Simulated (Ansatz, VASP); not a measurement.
## Ga in VASP and in Ansatz

File INCAR:

```
PREC = Accurate
ENCUT = 520
EDIFF = 1E-6
ISMEAR = -1
SIGMA = 0.05
LREAL = False
LASPH = True
NELM = 100
ALGO = Normal
ISIF = 2
LWAVE = False
LCHARG = False
NBANDS = 12
```

The input KPOINTS:

```
Automatic mesh
0
Gamma
  16 16 16
```

Contents of POSCAR:

```
Ga
1.0
   -1.5873630470      1.5873630470      1.5873630470
    1.5873630470     -1.5873630470      1.5873630470
    1.5873630470      1.5873630470     -1.5873630470
Ga
1
Direct
    0.0000000000      0.0000000000      0.0000000000
```

Input for Ansatz:

```yaml
crystal:
  lattice:
    - [-1.587363047, 1.587363047, 1.587363047]
    - [1.587363047, -1.587363047, 1.587363047]
    - [1.587363047, 1.587363047, -1.587363047]
  atoms:
    - { symbol: Ga, position: [0.0, 0.0, 0.0] }
kpoints:
  mp_grid: { grid: [16, 16, 16] }
scf:
  occupations: { method: fermi_dirac, width: 0.05 }
hamiltonian:
  xc: lda
  pseudopotentials: { kind: all_electron, lapw: { basis_error: 0.001 } }
output:
  forces: true
  stress: true
  eigenvalues: true
  populations: true
```

Change from the starting cell: volume scaled by 0.92, LAPW.

Alike in both runs: task single point; functional LDA; k mesh 16 × 16 × 16; occupations fermi-dirac, width 0.05 eV; no spin polarisation.

```csv
,VASP,Ansatz
version,VASP 6.6.1,Ansatz 0.2.0
potentials or method,"VASP PAW LDA potentials, release 64 (Ga_d), cutoff 520 eV","all-electron LAPW, scalar-relativistic"
```

Ansatz gave:

```
pressure (GPa) : 6.4
```

Q: Estimate VASP's values.

A: Pressure (GPa): 6.6.

LDA's correlation is that of Perdew and Zunger in VASP and of Perdew and Wang (1992) in Ansatz. Ansatz ran all-electron here, and VASP with PAW potentials.
